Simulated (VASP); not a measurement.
# TiC in VASP: further runs

The runs below take TiC through single point, with PBE.

All numbers are computed with VASP 6.6.1; they aren't measurements. Logs are shortened: lines on timing, memory, paths and dates and some standing lists are left out, and cuts for length are marked.

## 1. The cell of the first run

It takes space group Fm-3m (No. 225, cubic). The conventional cell has a = 4.328 Å, b = 4.328 Å, c = 4.328 Å, α = 90.00°, β = 90.00°, γ = 90.00°. Within 2.9 Å of Ti (site symmetry m-3m) lie 6 C at 2.16 Å. Within 2.9 Å of C (site symmetry m-3m) lie 6 Ti at 2.16 Å.

## 2. Single point, PBE

INCAR reads:

```
SYSTEM = TiC
ALGO = Normal
EDIFF = 1E-6
ENCUT = 520
GGA = PE
ISIF = 2
ISMEAR = -1
LASPH = .True.
LCHARG = .False.
LREAL = .False.
LWAVE = .False.
NBANDS = 15
NELM = 80
PREC = Accurate
SIGMA = 0.03
```

KPOINTS reads:

```
k-points
0
Gamma
  14 14 14
  0 0 0
```

POSCAR reads:

```
TiC
1.0
    0.0000000000      2.1640000000      2.1640000000
    2.1640000000      0.0000000000      2.1640000000
    2.1640000000      2.1640000000      0.0000000000
Ti C
1 1
Direct
    0.0000000000      0.0000000000      0.0000000000
    0.5000000000      0.5000000000      0.5000000000
```

Potentials or basis: VASP PAW PBE potentials, release 64 (Ti_sv, C).

Started as:

```sh
$ cat potpaw_PBE.64/Ti_sv/POTCAR potpaw_PBE.64/C/POTCAR > POTCAR
$ mpirun -np 1 vasp_std > vasp.out
```

OUTCAR:

```text
SYSTEM = TiC
   EDIFF = 1E-6
   ENCUT = 520
   GGA = PE
   ISIF = 2
   ISMEAR = -1
   LASPH = .True.
   LREAL = .False.
   NELM = 80
   PREC = Accurate

 ion  position               nearest neighbor table
   1  0.000  0.000  0.000-   2 2.16   2 2.16   2 2.16   2 2.16   2 2.16   2 2.16
   2  0.500  0.500  0.500-   1 2.16   1 2.16   1 2.16   1 2.16   1 2.16   1 2.16

  LATTYP: Found a face centered cubic cell.
 ALAT       =     4.3280000000

  Lattice vectors:

 A1 = (   0.0000000000,   2.1640000000,   2.1640000000)
 A2 = (   2.1640000000,   0.0000000000,   2.1640000000)
 A3 = (   2.1640000000,   2.1640000000,   0.0000000000)

Analysis of symmetry for initial positions (statically):
=====================================================================
 Subroutine PRICEL returns:
 Original cell was already a primitive cell.

 Routine SETGRP: Setting up the symmetry group for a
 face centered cubic supercell.

 Subroutine GETGRP returns: Found 48 space group operations
 (whereof 48 operations were pure point group operations)
 out of a pool of 48 trial point group operations.

The static configuration has the point symmetry O_h .

Analysis of symmetry for dynamics (positions and initial velocities):
=====================================================================
 Subroutine PRICEL returns:
 Original cell was already a primitive cell.

 Routine SETGRP: Setting up the symmetry group for a
 face centered cubic supercell.

 Subroutine GETGRP returns: Found 48 space group operations
 (whereof 48 operations were pure point group operations)
 out of a pool of 48 trial point group operations.

The dynamic configuration has the point symmetry O_h .

 Subroutine INISYM returns: Found 48 space group operations
 (whereof 48 operations are pure point group operations),
 and found     1 'primitive' translations

----------------------------------------------------------------------------------------

                                     Primitive cell

  volume of cell :      20.2676

  direct lattice vectors                    reciprocal lattice vectors
     0.000000000  2.164000000  2.164000000    -0.231053604  0.231053604  0.231053604
     2.164000000  0.000000000  2.164000000     0.231053604 -0.231053604  0.231053604
     2.164000000  2.164000000  0.000000000     0.231053604  0.231053604 -0.231053604

  length of vectors
     3.060358149  3.060358149  3.060358149     0.400196582  0.400196582  0.400196582

  position of ions in fractional coordinates (direct lattice)
     0.000000000  0.000000000  0.000000000
     0.500000000  0.500000000  0.500000000

  ion indices of the primitive-cell ions
   primitive index   ion index
                 1           1
                 2           2

----------------------------------------------------------------------------------------

 KPOINTS: k-points

Automatic generation of k-mesh.
 Grid dimensions read from file:
 generate k-points for:   14   14   14

 Generating k-lattice:

  Cartesian coordinates                     Fractional coordinates (reciprocal lattice)
    -0.016503829  0.016503829  0.016503829     0.071428571  0.000000000  0.000000000
     0.016503829 -0.016503829  0.016503829     0.000000000  0.071428571  0.000000000
     0.016503829  0.016503829 -0.016503829     0.000000000  0.000000000  0.071428571

  Length of vectors
     0.028585470  0.028585470  0.028585470

  Shift w.r.t. Gamma in fractional coordinates (k-lattice)
     0.000000000  0.000000000  0.000000000

 Subroutine IBZKPT returns following result:
 ===========================================

 Found    104 irreducible k-points:

 Following reciprocal coordinates:
            Coordinates               Weight
  0.000000  0.000000  0.000000      1.000000
  0.071429  0.000000  0.000000      8.000000
  0.142857  0.000000  0.000000      8.000000
  0.214286  0.000000  0.000000      8.000000
  0.285714  0.000000  0.000000      8.000000
  0.357143  0.000000  0.000000      8.000000
[... 16 lines left out ...]
  0.214286  0.142857  0.000000     24.000000
  0.285714  0.142857  0.000000     24.000000
 [... further k-points ...]
   k-points           NKPTS =    104   k-points in BZ     NKDIM =    104   number of bands    NBANDS=     15
   number of dos      NEDOS =    301   number of ions     NIONS =      2
   total plane-waves  NPLWV =  13824
   dimension x,y,z NGX =    24 NGY =   24 NGZ =   24
   dimension x,y,z NGXF=    48 NGYF=   48 NGZF=   48
   ions per type =               1   1
   NGX,Y,Z   is equivalent  to a cutoff of  13.04, 13.04, 13.04 a.u.
   NGXF,Y,Z  is equivalent  to a cutoff of  26.07, 26.07, 26.07 a.u.
 SYSTEM =  TiC
   PREC   = accura    normal or accurate (medium, high low for compatibility)
   ISTART =      0    job   : 0-new  1-cont  2-samecut
   ICHARG =      2    charge: 1-file 2-atom 10-const
   ISPIN  =      1    spin polarized calculation?
   LNONCOLLINEAR =      F non collinear calculations
   LSORBIT =      F    spin-orbit coupling
   LASPH  =      T    aspherical Exc in radial PAW
   ENCUT  =  520.0 eV  38.22 Ry    6.18 a.u.   5.69  5.69  5.69*2*pi/ulx,y,z
   NELM   =     80;   NELMIN=  2; NELMDL= -5     # of ELM steps
   EDIFF  = 0.1E-05   stopping-criterion for ELM
   LREAL  =      F    real-space projection
   EDIFFG = 0.1E-04   stopping-criterion for IOM
   NSW    =      0    number of steps for IOM
   IBRION =     -1    ionic relax: 0-MD 1-quasi-New 2-CG
   NFREE  =      0    steps in history (QN), initial steepest desc. (CG)
   ISIF   =      2    stress and relaxation
   ISYM   =      2    0-nonsym 1-usesym 2-fastsym
   POTIM  = 0.5000    time-step for ionic-motion
   TEBEG  =    0.0;   TEEND  =   0.0 temperature during run
   PSTRESS=    0.0 pullay stress
   NELECT =      16.0000    total number of electrons
   NUPDOWN=      -1.0000    fix difference up-down
   EMIN   =  10.00;   EMAX   =-10.00  energy-range for DOS
   EFERMI =   0.00;   METHOD = LEGACY
   ISMEAR =    -1;   SIGMA  =   0.03  broadening in eV -4-tet -1-fermi 0-gaus
   EFERMI_NEDOS =   21; number of points for ismear=-14 and -15
   IALGO  =     38    algorithm
   IMIX   =      4    mixing-type and parameters
     AMIX     =   0.40;   BMIX     =  1.00
     AMIX_MAG =   1.60;   BMIX_MAG =  1.00
  volume/ion in A,a.u.               =      10.13        68.39
  Fermi-wavevector in a.u.,A,eV,Ry     =   1.513030  2.859212 31.147275  2.289260
  Thomas-Fermi vector in A             =   2.622876
   LORBIT       =      0    0 simple, 1 ext, 2 COOP (PROOUT), +10 PAW based schemes
   GGA     = PE    functional components
   LHFCALC =     F    Hartree Fock is set to
   AEXX    =    0.0000 exact exchange contribution
   IVDW    =     0    specifies the selected vdW correction
   LEPSILON=     F    determine dielectric tensor
   LRPA    =     F    only Hartree local field effects (RPA)
 non-spin polarized calculation
  energy-cutoff  :      520.00
  volume of cell :       20.27
 maximum number of plane-waves:       568
   NGX = 11   NGY = 11   NGZ = 11

 number of electron      16.0000001 magnetization

 Free energy of the ion-electron system (eV)
  ---------------------------------------------------
  ext. energy  EPLUGINS =         0.00000000
  ---------------------------------------------------
  free energy    TOTEN  =       -18.70925256 eV

  energy without entropy =      -18.70835856  energy(sigma->0) =      -18.70880556

 E-fermi :   9.4390     XC(G=0): -12.7099

 val. band max:        9.4075738729   @ k =   0.5000   0.5000   0.0000
 cond. band min:       9.4447930678   @ k =   0.3571   0.2857   0.0000
 fundamental gap:      0.0372191949
 Fermi energy:         9.4389755289

 k-point     1 :       0.0000    0.0000    0.0000
  band No.  band energies     occupation
      1     -47.1413      2.00000
      2     -23.1642      2.00000
      3     -23.1642      2.00000
      4     -23.1642      2.00000
      5      -2.9671      2.00000
      6      10.1351      0.00000
      7      10.1351      0.00000
      8      10.1351      0.00000
      9      11.1218      0.00000
     10      11.1218      0.00000
     11      11.1218      0.00000
     12      11.1585      0.00000
     13      11.1585      0.00000
     14      19.9584      0.00000
     15      23.4820      0.00000

 k-point     2 :       0.0714    0.0000    0.0000
  band No.  band energies     occupation
      1     -47.1377      2.00000
      2     -23.1899      2.00000
      3     -23.1666      2.00000
      4     -23.1666      2.00000
      5      -2.8514      2.00000
      6       9.5800      0.01802
      7       9.8324      0.00000
      8       9.8324      0.00000
      9      10.4528      0.00000
     10      10.4528      0.00000
     11      11.4114      0.00000
     12      12.2987      0.00000
     13      12.2987      0.00000
     14      20.1651      0.00000
     15      23.5270      0.00000

 k-point     3 :       0.1429    0.0000    0.0000
  band No.  band energies     occupation
      1     -47.1275      2.00000
      2     -23.2613      2.00000
      3     -23.1733      2.00000
      4     -23.1733      2.00000
      5      -2.5137      2.00000
      6       8.5264      2.00000
      7       8.9292      2.00000
      8       8.9292      2.00000
      9      10.6207      0.00000
     10      10.6207      0.00000
     11      11.7772      0.00000
     12      13.5194      0.00000
     13      13.5194      0.00000
     14      20.6245      0.00000
     15      23.5327      0.00000
[... 343 lines left out ...]
 k-point    23 :       0.2143    0.1429    0.0000
  band No.  band energies     occupation
      1     -47.1119      2.00000
      2     -23.3191      2.00000
      3     -23.2112      2.00000
      4     -23.2057      2.00000
      5      -2.0303      2.00000
      6       7.0087      2.00000
      7       8.6371      2.00000
      8       8.9513      2.00000
      9       9.8499      0.00000
     10      11.4314      0.00000
     11      12.6579      0.00000
     12      13.0667      0.00000
     13      14.9593      0.00000
     14      21.5530      0.00000
     15      23.7174      0.00000

 k-point    24 :       0.2857    0.1429    0.0000
  band No.  band energies     occupation
      1     -47.0976      2.00000
      2     -23.4103      2.00000
      3     -23.2251      2.00000
      4     -23.2166      2.00000
      5      -1.5149      2.00000
      6       6.2723      2.00000
      7       7.7961      2.00000
      8       8.3315      2.00000
      9      10.2647      0.00000
     10      11.7404      0.00000
     11      12.8530      0.00000
     12      13.9679      0.00000
     13      15.8173      0.00000
     14      21.5889      0.00000
     15      23.7351      0.00000

 [... further k-points ...]

------------------------ aborting loop because EDIFF is reached ----------------------------------------

  FORCE on cell =-STRESS in cart. coord.  units (eV):
  Direction    XX          YY          ZZ          XY          YZ          ZX
  --------------------------------------------------------------------------------------
  -------------------------------------------------------------------------------------
  Total        0.1338028      0.1338028      0.1338028      0.0000000     -0.0000000     -0.0000000
  in kB       10.5772777     10.5772777     10.5772777      0.0000000     -0.0000000     -0.0000000
  external PRESSURE =      10.5772777 kB  Pullay stress =       0.0000000 kB

 VOLUME and BASIS-vectors are now :
 -----------------------------------------------------------------------------
  energy-cutoff  :      520.00
  volume of cell :       20.27
      direct lattice vectors                 reciprocal lattice vectors
     0.000000000  2.164000000  2.164000000    -0.231053604  0.231053604  0.231053604
     2.164000000  0.000000000  2.164000000     0.231053604 -0.231053604  0.231053604
     2.164000000  2.164000000  0.000000000     0.231053604  0.231053604 -0.231053604

 POSITION                                       TOTAL-FORCE (eV/Angst)
 -----------------------------------------------------------------------------------
      0.00000      0.00000      0.00000        -0.000000      0.000000      0.000000
      2.16400      2.16400      2.16400         0.000000     -0.000000      0.000000
 -----------------------------------------------------------------------------------
    total drift:                                0.000000     -0.000000     -0.000000

  FREE ENERGIE OF THE ION-ELECTRON SYSTEM (eV)
  ---------------------------------------------------
  free  energy   TOTEN  =       -18.7092525552 eV

  energy  without entropy=      -18.7083585620  energy(sigma->0) =      -18.70880556
```

It took 34 s on 1 thread of Intel Xeon 8259CL, shared host; peak memory 0.16 GiB.

What came out:

```
Free energy            : -18.7093 eV
Pressure               : 1.1 GPa
Band gap on the k mesh : zero (bands 8 and 9 overlap by 1.10 eV)
```

Levels at points of the mesh, in eV from the Fermi level:
| k point | band 5 | band 6 | band 7 | band 8 | band 9 | band 10 | band 11 | band 12 |
| --- | --- | --- | --- | --- | --- | --- | --- | --- |
| (0.00, 0.00, 0.00) | -12.41 | 0.70 | 0.70 | 0.70 | 1.68 | 1.68 | 1.68 | 1.72 |
| (0.50, 0.00, 0.00) | -8.92 | -5.85 | -2.90 | -2.90 | 2.93 | 2.93 | 4.11 | 8.18 |
| (0.50, 0.50, 0.00) | -10.12 | -3.43 | -1.62 | -0.03 | -0.03 | 2.72 | 3.53 | 3.53 |

## 3. Single point, PBE

INCAR reads:

```
PREC = Accurate
ENCUT = 520
EDIFF = 1E-7
ISMEAR = -1
SIGMA = 0.03
LREAL = F
LASPH = T
NELM = 80
ALGO = Normal
ISIF = 2
LWAVE = F
LCHARG = F
GGA = PE
NBANDS = 15
```

KPOINTS reads:

```
regular mesh
0
Gamma
  14 14 14
```

POSCAR is that of step 2.

Potentials or basis: VASP PAW PBE potentials, release 64 (Ti_sv, C).

Started as:

```sh
$ cat potpaw_PBE.64/Ti_sv/POTCAR potpaw_PBE.64/C/POTCAR > POTCAR
$ mpirun -np 1 vasp_std > vasp.out
```

Run time: 48 s. Hardware: 1 thread of Intel Xeon 8259CL, shared host; peak memory 0.16 GiB.

Results (log left out):

- Free energy: -18.7093 eV
- Pressure: 1.1 GPa
- Band gap on the k mesh: zero (bands 8 and 9 overlap by 1.10 eV)

Levels at points of the mesh, in eV from the Fermi level:
| k point | band 5 | band 6 | band 7 | band 8 | band 9 | band 10 | band 11 | band 12 |
| --- | --- | --- | --- | --- | --- | --- | --- | --- |
| (0.00, 0.00, 0.00) | -12.41 | 0.70 | 0.70 | 0.70 | 1.68 | 1.68 | 1.68 | 1.72 |
| (0.50, 0.00, 0.00) | -8.92 | -5.85 | -2.90 | -2.90 | 2.93 | 2.93 | 4.11 | 8.18 |
| (0.50, 0.50, 0.00) | -10.12 | -3.43 | -1.62 | -0.03 | -0.03 | 2.72 | 3.53 | 3.53 |

## 4. Single point, PBE (z stretched by -1.5 % at fixed volume)

INCAR reads:

```
  PREC = Accurate
  ENCUT = 520
  EDIFF = 1E-7
  ISMEAR = -1
  SIGMA = 0.03
  LREAL = False
  LASPH = True
  NELM = 100
  ALGO = Normal
  ISIF = 2
  LWAVE = False
  LCHARG = True
  GGA = PE
  LELF = True
  LVHAR = True
  NBANDS = 15
```

KPOINTS is that of step 3.

POSCAR reads:

```
TiC
1.0
    0.0000000000      2.1804149002      2.1315400000
    2.1804149002      0.0000000000      2.1315400000
    2.1804149002      2.1804149002      0.0000000000
Ti C
1 1
Direct
    0.0000000000      0.0000000000      0.0000000000
    0.5000000000      0.5000000000      0.5000000000
```

Started as:

```sh
$ cat potpaw_PBE.64/Ti_sv/POTCAR potpaw_PBE.64/C/POTCAR > POTCAR
$ mpirun -np 1 vasp_std > vasp.out
```

Wall time 90 s (1 thread of Intel Xeon 8259CL, shared host); peak memory 0.2 GiB.

The run converged. Its results:

```
Free energy            : -18.7006 eV
Pressure               : 1.3 GPa
Band gap on the k mesh : zero (bands 8 and 9 overlap by 1.36 eV)
```

Stress tensor (GPa, compression positive):
```
-1.77  0.00  0.00
 0.00 -1.77  0.00
 0.00  0.00  7.47
```

Levels at points of the mesh, in eV from the Fermi level:
| k point | band 5 | band 6 | band 7 | band 8 | band 9 | band 10 | band 11 | band 12 |
| --- | --- | --- | --- | --- | --- | --- | --- | --- |
| (0.00, 0.00, 0.00) | -12.41 | 0.64 | 0.64 | 0.81 | 1.64 | 1.65 | 1.65 | 1.74 |
| (0.50, 0.00, 0.00) | -8.91 | -5.85 | -2.92 | -2.89 | 2.88 | 2.98 | 4.12 | 8.01 |
| (0.50, 0.50, 0.00) | -10.09 | -3.26 | -1.65 | -0.14 | -0.14 | 2.73 | 3.54 | 3.54 |
| (0.50, 0.00, 0.50) | -10.14 | -3.51 | -1.61 | 0.02 | 0.04 | 2.71 | 3.45 | 3.59 |

(Continued in part 2 of 2.)
